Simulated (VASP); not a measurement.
A run of VASP 6.6.1:

Contents of POSCAR:

```
CdSiN2
1.0
    3.1480664100      0.0000000000      0.0000000000
    0.0000000000      3.1480664100      0.0000000000
    0.0000000000      0.0000000000      5.1102333328
Cd N Si
1 2 1
Direct
    0.0000000000      0.0000000000      0.0000000000
    0.0000000000      0.5000000000      0.3225100448
    0.5000000000      0.0000000000      0.6774899552
    0.5000000000      0.5000000000      0.5000000000
```

File INCAR.step1:

```
  PREC = Accurate
  ENCUT = 520
  ISMEAR = 0
  SIGMA = 0.01
  LREAL = F
  LASPH = T
  NELM = 100
  NBANDS = 21
  GGA = PE
  ALGO = Normal
  EDIFF = 1E-4
  LWAVE = T
  LCHARG = F
```

Contents of INCAR.step2:

```
  PREC = Accurate
  ENCUT = 520
  EDIFF = 1E-6
  ISMEAR = 0
  SIGMA = 0.01
  LREAL = F
  LASPH = T
  NELM = 100
  ALGO = Normal
  ISIF = 2
  LWAVE = F
  LCHARG = F
  METAGGA = R2SCAN
  LMIXTAU = T
  NBANDS = 21
  ISTART = 1
```

Contents of KPOINTS:

```
Automatic mesh
0
Gamma
  8 8 6
```

Potentials or basis: VASP PAW PBE potentials, release 64 (Cd, N, Si).

Command:

```console
$ cat potpaw_PBE.64/Cd/POTCAR potpaw_PBE.64/N/POTCAR potpaw_PBE.64/Si/POTCAR > POTCAR
$ cp INCAR.step1 INCAR
$ mpirun -np 1 vasp_std > vasp.out
$ cp INCAR.step2 INCAR
$ mpirun -np 1 vasp_std > vasp.out
```

Hardware: 1 thread of AMD EPYC 9R45 96-Core Processor (Zen 5) (shared host).

How long does it take, and how much memory?

It took 2 min on 1 thread of AMD EPYC 9R45 96-Core Processor (Zen 5), on a shared host, peak memory 0.18 GiB. Counts: k points 60.
